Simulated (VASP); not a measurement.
H:

```
H
1.0
    14.00000    0.00000    0.00000
     0.00000   14.40000    0.00000
     0.00000    0.00000   14.80000
H
1
Direct
  0.50000 0.50000 0.50000
```

Base run:

* Program: VASP 6.6.1
* Functional: r2SCANh
* Potentials or basis: VASP PAW PBE potentials, release 64 (H)
* Cutoff: 520 eV
* k mesh: 1 × 1 × 1
* Occupations: fermi-dirac, width 0.01 eV
* Spin: collinear spin
* Starting moments: [1.0] μB

Its results: band gap on the k mesh 6.45 eV; pressure 0.0 GPa; net moment 1.00 μB per cell; site moments H +0.38 μB.

Problem. The run is repeated on the same cell with these changes: functional from r2SCANh to r2SCAN0; share of exact exchange from 0.1 to 0.25. What comes out?

Solution. Band gap on the k mesh 7.19 eV; pressure 0.0 GPa; net moment 1.00 μB per cell; site moments H +0.38 μB.

Caveats: the PAW data sets were made with another functional, which shifts forces and pressure a little.

A k mesh can miss the band edges.
